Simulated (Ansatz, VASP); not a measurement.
**One calculation of Tl, two programs**

INCAR

```
PREC = Accurate
ENCUT = 520
EDIFF = 1E-6
ISMEAR = -1
SIGMA = 0.08
LREAL = F
LASPH = T
NELM = 60
ALGO = Normal
ISIF = 2
LWAVE = F
LCHARG = F
GGA = PE
NBANDS = 20
```

Contents of KPOINTS:

```
Automatic mesh
0
Gamma
  13 13 13
```

The input POSCAR:

```
Tl
1.0
   -2.4134690733      2.4134690733      1.2876740544
    2.4134690733     -2.4134690733      1.2876740544
    2.4134690733      2.4134690733     -1.2876740544
Tl
2
Direct
   -0.3750000000     -0.1250000000     -0.2500000000
    0.3750000000      0.1250000000      0.2500000000
```

Input for Ansatz:

```yaml
crystal:
  lattice:
    - [-2.4134690733, 2.4134690733, 1.2876740544]
    - [2.4134690733, -2.4134690733, 1.2876740544]
    - [2.4134690733, 2.4134690733, -1.2876740544]
  atoms:
    - { symbol: Tl, position: [-0.375, -0.125, -0.25] }
    - { symbol: Tl, position: [0.375, 0.125, 0.25] }
kpoints:
  mp_grid: { grid: [13, 13, 13] }
scf:
  occupations: { method: fermi_dirac, width: 0.08 }
hamiltonian:
  xc: pbe
  pseudopotentials: { kind: all_electron, datasets: crystal }
output:
  forces: true
  stress: true
  eigenvalues: true
```

Change from the starting cell: volume scaled by 0.45, crystal datasets.

Alike in both runs: task single point; functional PBE; k mesh 13 × 13 × 13; occupations fermi-dirac, width 0.08 eV; no spin polarisation.

|  | VASP | Ansatz |
| --- | --- | --- |
| version | VASP 6.6.1 | Ansatz 0.2.0 |
| potentials or method | VASP PAW PBE potentials, release 64 (Tl_d), cutoff 520 eV | all-electron PAW with datasets made for the crystal, scalar-relativistic |

```tsv
	VASP	Ansatz	Ansatz less VASP
pressure (GPa)	166.0	165.6	-0.37
```

Both programs put the cell under a high pressure, so it lies far from rest at this level. Ansatz ran all-electron here, and VASP with PAW potentials.

Neither program's run includes spin-orbit coupling. Noted on VASP's run: the cell as given lies far from equilibrium.
